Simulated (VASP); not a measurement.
A run of VASP 6.6.1 is set up as follows.

INCAR

```
SYSTEM = MnO
PREC     = Accurate       ! precision mode
ENCUT    = 520            ! plane-wave cutoff, eV
EDIFF    = 1E-6           ! SCF threshold, eV
ISMEAR   = 0              ! smearing method
SIGMA    = 0.05           ! smearing width, eV
LREAL    = .FALSE.        ! projectors in reciprocal space
LASPH    = .TRUE.         ! aspherical terms in the spheres
NELM     = 150            ! most SCF steps
ALGO     = Normal         ! electronic algorithm
ISIF     = 2              ! what is computed and relaxed
LWAVE    = .FALSE.        ! write WAVECAR
LCHARG   = .FALSE.        ! write CHGCAR
ISPIN    = 2              ! spin polarisation
MAGMOM   = 4.49 4.49 0.13 0.13 ! initial moments
LORBIT   = 11             ! projections on sites
LMAXMIX  = 4              ! l up to which the mixer works
LDAU     = .TRUE.         ! DFT+U
LDAUTYPE = 2            
LDAUL    = 2 -1           ! shell
LDAUU    = 3.9 0          ! U, eV
LDAUJ    = 0 0          
LDAUPRINT= 1            
GGA      = PS             ! functional
NBANDS   = 31             ! bands
```

File KPOINTS:

```
Automatic mesh
0
G
  8 8 4
  0 0 0
```

The input POSCAR:

```
MnO
1.0
    3.4440287298      0.0000000000      0.0000000000
   -1.7220143649      2.9826163714      0.0000000000
    0.0000000000      0.0000000000      5.3612117130
Mn O
2 2
Direct
    0.3333333333      0.6666666667     -0.0017963106
    0.6666666667      0.3333333333      0.4982036894
    0.3333333333      0.6666666667      0.3882263106
    0.6666666667      0.3333333333      0.8882263106
```

Potentials or basis: VASP PAW PBE potentials, release 64 (Mn_pv, O).

Launch:

```sh
$ cat potpaw_PBE.64/Mn_pv/POTCAR potpaw_PBE.64/O/POTCAR > POTCAR
$ mpirun -np 1 vasp_std > vasp.out
```

Estimate the largest force.

0.010 eV/Å.

Estimate the pressure.

-0.2 GPa.

Estimate the band gap on the k mesh.

zero (filled and empty bands touch).

Stress tensor (GPa, compression positive):
```
-0.17  0.00  0.00
 0.00 -0.17  0.00
 0.00  0.00 -0.37
```

Caveat: the PAW data sets were made with another functional, which shifts forces and pressure a little; the run started ferromagnetic, and an antiferromagnetic order may lie lower in energy. The state reached can hang on the start; a lower one may exist.
